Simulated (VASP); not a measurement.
A run of VASP 6.6.1 is set up as follows.

INCAR

```
PREC = Accurate ; ENCUT = 520
EDIFF = 1E-7 ; ISMEAR = -1
SIGMA = 0.3 ; LREAL = False
LASPH = True ; NELM = 80
ALGO = Normal ; ISIF = 2
LWAVE = False ; LCHARG = False
GGA = PS ; NBANDS = 17
```

Contents of KPOINTS:

```
regular mesh
0
Gamma
  7 7 7
```

Contents of POSCAR:

```
TiSi2
1.0
   -1.4728720000      1.7121300000      4.2120830000
    1.4728720000     -1.7121300000      4.2120830000
    1.4728720000      1.7121300000     -4.2120830000
Ti Si
1 2
Direct
    0.0000000000      0.0000000000      0.0000000000
    0.3299220000      0.3299220000      0.0000000000
    0.6700780000      0.6700780000      0.0000000000
```

Potentials or basis: VASP PAW PBE potentials, release 64 (Ti_sv, Si).

Run with:

```console
$ cat potpaw_PBE.64/Ti_sv/POTCAR potpaw_PBE.64/Si/POTCAR > POTCAR
$ mpirun -np 1 vasp_std > vasp.out
```

(1) Estimate the pressure.

(2) Estimate the largest force.

(3) Predict the band gap on the k mesh.

Results:

(1) -2.5 GPa.

(2) 0.013 eV/Å.

(3) zero (band 10 reaches 11.23 eV, above the bottom of band 11 at 9.00 eV).

Caveat: the k points lie up to 0.40 Å⁻¹ apart; the PAW data sets were made with another functional, which shifts forces and pressure a little.
